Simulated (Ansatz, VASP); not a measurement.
# Sc in VASP and in Ansatz

```
Sc
1.0
     0.00000    2.31591    2.27050
     2.31591    0.00000    2.27050
     2.31591    2.31591    0.00000
Sc
1
Cartesian
  0.0000 0.0000 0.0000
```

Change from the starting cell: equal xx and yy strain of +2 %.

Alike in both runs: task single point; functional PBEsol; k mesh 12 × 12 × 12; occupations fermi-dirac, width 0.03 eV; no spin polarisation.

|  | VASP | Ansatz |
| --- | --- | --- |
| version | VASP 6.6.1 | Ansatz 0.2.0 |
| potentials or method | VASP PAW PBE potentials, release 64 (Sc_sv), cutoff 520 eV | all-electron LAPW, scalar-relativistic |

```csv
,VASP,Ansatz,Ansatz less VASP
pressure (GPa),-1.6,-1.6,0.00
"traceless stress, the component that is largest in VASP (GPa)",0.41,0.41,-0.001
```

VASP's potentials were made for PBE, not for PBEsol. Ansatz ran all-electron here, and VASP with PAW potentials.
